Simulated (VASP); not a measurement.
A run of VASP 6.6.1:

INCAR

```
SYSTEM = Te
ALGO     = Normal         ! electronic algorithm
EDIFF    = 1E-7           ! SCF threshold, eV
EDIFFG   = -0.005         ! ionic threshold
ENCUT    = 600            ! plane-wave cutoff, eV
GGA      = CA             ! functional
IBRION   = 2              ! ionic algorithm
ISIF     = 3              ! what is computed and relaxed
ISMEAR   = -1             ! smearing method
LASPH    = .True.         ! aspherical terms in the spheres
LCHARG   = .False.        ! write CHGCAR
LREAL    = .False.        ! projectors in reciprocal space
LWAVE    = .False.        ! write WAVECAR
NELM     = 60             ! most SCF steps
NSW      = 60             ! ionic steps
PREC     = Accurate       ! precision mode
PSTRESS  = 2200.0       
SIGMA    = 0.08           ! smearing width, eV
```

KPOINTS

```
k-points
0
Gamma
  13 13 13
  0 0 0
```

POSCAR

```
Te
1.0
    1.6543042503     -0.9551130042      2.9226041755
    0.0000000000      1.9102260085      2.9226041755
   -1.6543042503     -0.9551130042      2.9226041755
Te
2
Direct
    0.2320000000      0.2320000000      0.2320000000
   -0.2320000000     -0.2320000000     -0.2320000000
```

Potentials or basis: VASP PAW LDA potentials, release 64 (Te).

Command:

```sh
$ cat potpaw_LDA.64/Te/POTCAR > POTCAR
$ mpirun -np 1 vasp_std > vasp.out
```

Hardware: 1 thread of Intel(R) Xeon(R) Platinum 8488C (Sapphire Rapids) (shared host).

How long does it take, and how much memory?

It took 15 min on 1 thread of Intel(R) Xeon(R) Platinum 8488C (Sapphire Rapids), on a shared host, peak memory 0.24 GiB. Counts: scf iterations 284, k points 231, ion steps 39.
